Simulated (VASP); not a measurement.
# Be (P2_12_12) in VASP: relaxation of cell and atoms with r2SCAN

Aim: the relaxation of cell and atoms of Be with r2SCAN.

All numbers are computed with VASP 6.6.1; they aren't measurements. Logs are shortened: lines on timing, memory, paths and dates and some standing lists are left out, and cuts for length are marked.

### 1 The cell of the first run

It takes space group P2_12_12 (No. 18, orthorhombic). Conventional cell: a = 2.168 Å, b = 3.755 Å, c = 3.416 Å, α = 90.00°, β = 90.00°, γ = 90.00°. Within 2.2 Å of Be (site symmetry 1) lie 6 Be at 1.54 to 2.17 Å.

### 2 Relaxation of cell and atoms, r2SCAN

Contents of POSCAR:

```
Be
1.0
    2.1680000000      0.0000000000      0.0000000000
    0.0000000000      3.7550000000      0.0000000000
    0.0000000000      0.0000000000      3.4160000000
Be
4
Direct
    0.6700000000      0.8200000000      0.7000000000
    0.1700000000      0.6800000000      0.3000000000
    0.3300000000      0.1800000000      0.7000000000
    0.8300000000      0.3200000000      0.3000000000
```

Contents of INCAR.step1:

```
SYSTEM = Be
  ALGO = Normal
  EDIFF = 1E-4
  ENCUT = 600
  GGA = PE
  ISMEAR = -1
  LASPH = .TRUE.
  LCHARG = .FALSE.
  LREAL = .FALSE.
  LWAVE = .TRUE.
  NELM = 60
  PREC = Accurate
  SIGMA = 0.1
```

Contents of INCAR.step2:

```
SYSTEM = Be
  ALGO = Normal
  EDIFF = 1E-6
  EDIFFG = -0.02
  ENCUT = 600
  IBRION = 2
  ISIF = 3
  ISMEAR = -1
  ISTART = 1
  LASPH = .TRUE.
  LCHARG = .FALSE.
  LMIXTAU = .TRUE.
  LREAL = .FALSE.
  LWAVE = .FALSE.
  METAGGA = R2SCAN
  NELM = 60
  NSW = 80
  PREC = Accurate
  SIGMA = 0.1
```

Contents of KPOINTS:

```
k-points
0
G
  11 7 7
  0 0 0
```

Potentials or basis: VASP PAW PBE potentials, release 64 (Be).

Launch:

```
$ cat potpaw_PBE.64/Be/POTCAR > POTCAR
$ cp INCAR.step1 INCAR
$ mpirun -np 1 vasp_std > vasp.out
$ cp INCAR.step2 INCAR
$ mpirun -np 1 vasp_std > vasp.out
```

OUTCAR:

```text
SYSTEM = Be
   EDIFF = 1E-6
   EDIFFG = -0.02
   ENCUT = 600
   IBRION = 2
   ISIF = 3
   ISMEAR = -1
   ISTART = 1
   LASPH = .TRUE.
   LREAL = .FALSE.
   METAGGA = R2SCAN
   NELM = 60
   NSW = 80
   PREC = Accurate

 ion  position               nearest neighbor table
   1  0.670  0.820  0.700-   3 1.54   2 1.82   2 1.82   3 1.97   4 2.35   4 2.35   2 2.38   2 2.38

   2  0.170  0.680  0.300-   4 1.54   1 1.82   1 1.82   4 1.97   3 2.35   3 2.35   1 2.38   1 2.38

   3  0.330  0.180  0.700-   1 1.54   4 1.82   4 1.82   1 1.97   2 2.35   2 2.35   4 2.38   4 2.38

   4  0.830  0.320  0.300-   2 1.54   3 1.82   3 1.82   2 1.97   1 2.35   1 2.35   3 2.38   3 2.38

  LATTYP: Found a simple orthorhombic cell.
 ALAT       =     2.1680000000
 B/A-ratio  =     1.5756457565
 C/A-ratio  =     1.7320110701

  Lattice vectors:

 A1 = (  -2.1680000000,   0.0000000000,   0.0000000000)
 A2 = (   0.0000000000,   0.0000000000,   3.4160000000)
 A3 = (   0.0000000000,   3.7550000000,   0.0000000000)

Analysis of symmetry for initial positions (statically):
=====================================================================
 Subroutine PRICEL returns:
 Original cell was already a primitive cell.

 Routine SETGRP: Setting up the symmetry group for a
 simple orthorhombic supercell.

 Subroutine GETGRP returns: Found  4 space group operations
 (whereof  2 operations were pure point group operations)
 out of a pool of  8 trial point group operations.

The static configuration has the point symmetry C_2 .
 The point group associated with its full space group is D_2 .

Analysis of symmetry for dynamics (positions and initial velocities):
=====================================================================
 Subroutine PRICEL returns:
 Original cell was already a primitive cell.

 Routine SETGRP: Setting up the symmetry group for a
 simple orthorhombic supercell.

 Subroutine GETGRP returns: Found  4 space group operations
 (whereof  2 operations were pure point group operations)
 out of a pool of  8 trial point group operations.

The dynamic configuration has the point symmetry C_2 .
 The point group associated with its full space group is D_2 .

 Subroutine INISYM returns: Found  4 space group operations
 (whereof  2 operations are pure point group operations),
 and found     1 'primitive' translations

----------------------------------------------------------------------------------------

                                     Primitive cell

  volume of cell :      27.8091

  direct lattice vectors                    reciprocal lattice vectors
     2.168000000  0.000000000  0.000000000     0.461254613  0.000000000  0.000000000
     0.000000000  3.755000000  0.000000000     0.000000000  0.266311585  0.000000000
     0.000000000  0.000000000  3.416000000     0.000000000  0.000000000  0.292740047

  length of vectors
     2.168000000  3.755000000  3.416000000     0.461254613  0.266311585  0.292740047

  position of ions in fractional coordinates (direct lattice)
     0.670000000  0.820000000  0.700000000
     0.170000000  0.680000000  0.300000000
     0.330000000  0.180000000  0.700000000
     0.830000000  0.320000000  0.300000000

  ion indices of the primitive-cell ions
   primitive index   ion index
                 1           1
                 2           2
                 3           3
                 4           4

----------------------------------------------------------------------------------------

 KPOINTS: k-points

Automatic generation of k-mesh.
 Grid dimensions read from file:
 generate k-points for:   11    7    7

 Generating k-lattice:

  Cartesian coordinates                     Fractional coordinates (reciprocal lattice)
     0.041932238  0.000000000  0.000000000     0.090909091  0.000000000  0.000000000
     0.000000000  0.038044512  0.000000000     0.000000000  0.142857143  0.000000000
     0.000000000  0.000000000  0.041820007     0.000000000  0.000000000  0.142857143

  Length of vectors
     0.041932238  0.038044512  0.041820007

  Shift w.r.t. Gamma in fractional coordinates (k-lattice)
     0.000000000  0.000000000  0.000000000

 Subroutine IBZKPT returns following result:
 ===========================================

 Found     96 irreducible k-points:

 Following reciprocal coordinates:
            Coordinates               Weight
  0.000000  0.000000  0.000000      1.000000
  0.090909  0.000000  0.000000      2.000000
  0.181818  0.000000  0.000000      2.000000
  0.272727  0.000000  0.000000      2.000000
  0.363636  0.000000  0.000000      2.000000
  0.454545  0.000000  0.000000      2.000000
[... 16 lines left out ...]
  0.363636  0.428571  0.000000      4.000000
  0.454545  0.428571  0.000000      4.000000
 [... further k-points ...]
   k-points           NKPTS =     96   k-points in BZ     NKDIM =     96   number of bands    NBANDS=      8
   number of dos      NEDOS =    301   number of ions     NIONS =      4
   total plane-waves  NPLWV =  15120
   dimension x,y,z NGX =    18 NGY =   30 NGZ =   28
   dimension x,y,z NGXF=    36 NGYF=   60 NGZF=   56
   ions per type =               4
   NGX,Y,Z   is equivalent  to a cutoff of  13.80, 13.28, 13.63 a.u.
   NGXF,Y,Z  is equivalent  to a cutoff of  27.61, 26.56, 27.25 a.u.
 SYSTEM =  Be
   PREC   = accura    normal or accurate (medium, high low for compatibility)
   ISTART =      1    job   : 0-new  1-cont  2-samecut
   ICHARG =      0    charge: 1-file 2-atom 10-const
   ISPIN  =      1    spin polarized calculation?
   LNONCOLLINEAR =      F non collinear calculations
   LSORBIT =      F    spin-orbit coupling
   LASPH  =      T    aspherical Exc in radial PAW
   ENCUT  =  600.0 eV  44.10 Ry    6.64 a.u.   4.33  7.50  6.82*2*pi/ulx,y,z
   NELM   =     60;   NELMIN=  2; NELMDL=  0     # of ELM steps
   EDIFF  = 0.1E-05   stopping-criterion for ELM
   LREAL  =      F    real-space projection
   EDIFFG = -.2E-01   stopping-criterion for IOM
   NSW    =     80    number of steps for IOM
   IBRION =      2    ionic relax: 0-MD 1-quasi-New 2-CG
   NFREE  =      1    steps in history (QN), initial steepest desc. (CG)
   ISIF   =      3    stress and relaxation
   ISYM   =      2    0-nonsym 1-usesym 2-fastsym
   POTIM  = 0.5000    time-step for ionic-motion
   TEBEG  =    0.0;   TEEND  =   0.0 temperature during run
   PSTRESS=    0.0 pullay stress
   NELECT =       8.0000    total number of electrons
   NUPDOWN=      -1.0000    fix difference up-down
   EMIN   =  10.00;   EMAX   =-10.00  energy-range for DOS
   EFERMI =   0.00;   METHOD = LEGACY
   ISMEAR =    -1;   SIGMA  =   0.10  broadening in eV -4-tet -1-fermi 0-gaus
   EFERMI_NEDOS =   21; number of points for ismear=-14 and -15
   IALGO  =     38    algorithm
   IMIX   =      4    mixing-type and parameters
     AMIX     =   0.40;   BMIX     =  1.00
     AMIX_MAG =   1.60;   BMIX_MAG =  1.00
  volume/ion in A,a.u.               =       6.95        46.92
  Fermi-wavevector in a.u.,A,eV,Ry     =   1.080710  2.042246 15.890705  1.167934
  Thomas-Fermi vector in A             =   2.216708
   LORBIT       =      0    0 simple, 1 ext, 2 COOP (PROOUT), +10 PAW based schemes
   METAGGA = R2SCAN    functional components
   LHFCALC =     F    Hartree Fock is set to
   AEXX    =    0.0000 exact exchange contribution
   IVDW    =     0    specifies the selected vdW correction
   LEPSILON=     F    determine dielectric tensor
   LRPA    =     F    only Hartree local field effects (RPA)
 conjugate gradient relaxation of ions
 non-spin polarized calculation
  energy-cutoff  :      600.00
  volume of cell :       27.81
 maximum number of plane-waves:       948
 NGX is ok and might be reduce to    18
   NGX =  9   NGY = 15   NGZ = 13

--------------------------------------- Ionic step        1  -------------------------------------------

 number of electron       8.0000000 magnetization

 Free energy of the ion-electron system (eV)
  ---------------------------------------------------
  ext. energy  EPLUGINS =         0.00000000
  ---------------------------------------------------
  free energy    TOTEN  =       -11.81265560 eV

  energy without entropy =      -11.79291823  energy(sigma->0) =      -11.80278691

------------------------ aborting loop because EDIFF is reached ----------------------------------------

  FORCE on cell =-STRESS in cart. coord.  units (eV):
  Direction    XX          YY          ZZ          XY          YZ          ZX
  --------------------------------------------------------------------------------------
  -------------------------------------------------------------------------------------
  Total       10.6802501     16.6814582      6.2773653      0.0000000      0.0000000      0.0000000
  in kB      615.3255160    961.0755127    361.6603547      0.0000000      0.0000000      0.0000000
  external PRESSURE =     646.0204611 kB  Pullay stress =       0.0000000 kB
[... 95 lines left out ...]
  FREE ENERGIE OF THE ION-ELECTRON SYSTEM (eV)
  ---------------------------------------------------
  free  energy   TOTEN  =       -16.3252982556 eV

  energy  without entropy=      -16.3062614283  energy(sigma->0) =      -16.31577984

[... ionic steps 4 to 14 ...]

--------------------------------------- Ionic step       15  -------------------------------------------

 number of electron       8.0000000 magnetization

------------------------ aborting loop because EDIFF is reached ----------------------------------------

  FORCE on cell =-STRESS in cart. coord.  units (eV):
  Direction    XX          YY          ZZ          XY          YZ          ZX
  --------------------------------------------------------------------------------------
  -------------------------------------------------------------------------------------
  Total       -0.0262138     -0.1113860     -0.0053294      0.0000000      0.0000000      0.0000000
  in kB       -1.3292239     -5.6480436     -0.2702396      0.0000000      0.0000000      0.0000000
  external PRESSURE =      -2.4158357 kB  Pullay stress =       0.0000000 kB
[... 61 lines left out ...]
  energy  without entropy=      -16.9547187668  energy(sigma->0) =      -16.96667347

--------------------------------------- Ionic step       17  -------------------------------------------

 number of electron       8.0000000 magnetization

 Free energy of the ion-electron system (eV)
  ---------------------------------------------------
  ext. energy  EPLUGINS =         0.00000000
  ---------------------------------------------------
  free energy    TOTEN  =       -16.97880205 eV

  energy without entropy =      -16.95529482  energy(sigma->0) =      -16.96704844

 E-fermi :   7.9579     XC(G=0): -11.2683

 val. band max:        7.9473714049   @ k =   0.1818   0.0000   0.0000
 cond. band min:       7.9648643749   @ k =   0.2727   0.4286   0.0000
 fundamental gap:      0.0174929700
 Fermi energy:         7.9579323668

 k-point     1 :       0.0000    0.0000    0.0000
  band No.  band energies     occupation
      1      -5.0977      2.00000
      2       2.1739      2.00000
      3       2.2743      2.00000
      4       7.7951      1.67199
      5       7.9718      0.93073
      6      11.6718      0.00000
      7      11.7740      0.00000
      8      13.8965      0.00000
[... 243 lines left out ...]
 k-point    24 :       0.4545    0.4286    0.0000
  band No.  band energies     occupation
      1       0.7504      2.00000
      2       2.0208      2.00000
      3       2.5317      2.00000
      4       3.7090      2.00000
      5       9.7876      0.00000
      6      11.4227      0.00000
      7      12.1597      0.00000
      8      13.7763      0.00000

 [... further k-points ...]
[... 5 lines left out ...]
  --------------------------------------------------------------------------------------
  -------------------------------------------------------------------------------------
  Total        0.0121413     -0.0701914      0.0515140      0.0000000      0.0000000      0.0000000
  in kB        0.6168918     -3.5663813      2.6173958      0.0000000      0.0000000      0.0000000
  external PRESSURE =      -0.1106979 kB  Pullay stress =       0.0000000 kB
[... 19 lines left out ...]
  FREE ENERGIE OF THE ION-ELECTRON SYSTEM (eV)
  ---------------------------------------------------
  free  energy   TOTEN  =       -16.9788020505 eV

  energy  without entropy=      -16.9552948249  energy(sigma->0) =      -16.96704844

 reached required accuracy - stopping structural energy minimisation
```

Run time: 11 min. Hardware: 1 thread of Intel Xeon Platinum 8488C (Sapphire Rapids), shared host; peak memory 0.15 GiB.

What came out:

```yaml
Free_energy: -16.9788 eV
Relaxed_volume: 7.88 Å³/atom
Relaxed_cell: a = 2.424 Å, b = 3.595 Å, c = 3.619 Å, α = 90.00°, β = 90.00°, γ = 90.00°
Space_group_after_relaxing_to_0.1_Å: I4/mmm (No. 139)
Energy_gained_by_relaxing: 1291.5 meV/atom
Ionic_steps: 17
Pressure_after_relaxing: 0.0 GPa
Largest_force_after_relaxing: 0.003 eV/Å
Band_gap_on_the_k_mesh: zero (bands 4 and 5 overlap by 2.04 eV)
```

Forces in eV/Å, atoms in the order of the input:
```
Be  -0.001 -0.002 -0.002
Be  -0.001  0.002  0.002
Be   0.001  0.002 -0.002
Be   0.001 -0.002  0.002
```

Stress tensor (GPa, compression positive):
```
 0.06  0.00  0.00
 0.00 -0.36  0.00
 0.00  0.00  0.26
```

Step by step:
```tsv
step	energy change (eV)	largest force (eV/Å)	pressure (GPa)	volume (Å³)
1	0.0000	7.8373	64.60	27.81
2	-4.2961	0.2386	-13.95	40.56
3	-4.5126	1.2497	-4.93	36.02
4	-4.5224	1.0793	-6.67	36.64
5	-4.8644	0.2166	-6.82	35.22
6	-4.9150	0.3843	-6.07	34.56
7	-4.9182	0.4655	-5.75	34.39
8	-5.0644	0.3594	-1.46	32.43
9	-5.1079	0.2811	2.41	31.26
10	-5.1120	0.2534	4.15	30.79
11	-5.1616	0.0890	1.30	31.25
12	-5.1629	0.1364	0.75	31.35
13	-5.1629	0.1308	0.81	31.34
14	-5.1660	0.0155	-0.16	31.58
15	-5.1660	0.0089	-0.24	31.60
16	-5.1660	0.0103	-0.22	31.59
17	-5.1661	0.0030	-0.01	31.53
```

Final structure:
```
CELL_PARAMETERS angstrom
2.42358 0.00000 0.00000
0.00000 3.59482 0.00000
0.00000 0.00000 3.61937
ATOMIC_POSITIONS crystal
Be 0.75004 0.75003 0.75004
Be 0.25004 0.74997 0.24996
Be 0.24996 0.24997 0.75004
Be 0.74996 0.25003 0.24996
```

Caveat: the PAW data sets were made with another functional, which shifts forces and pressure a little. Zero-point motion and thermal expansion aren't in these numbers.
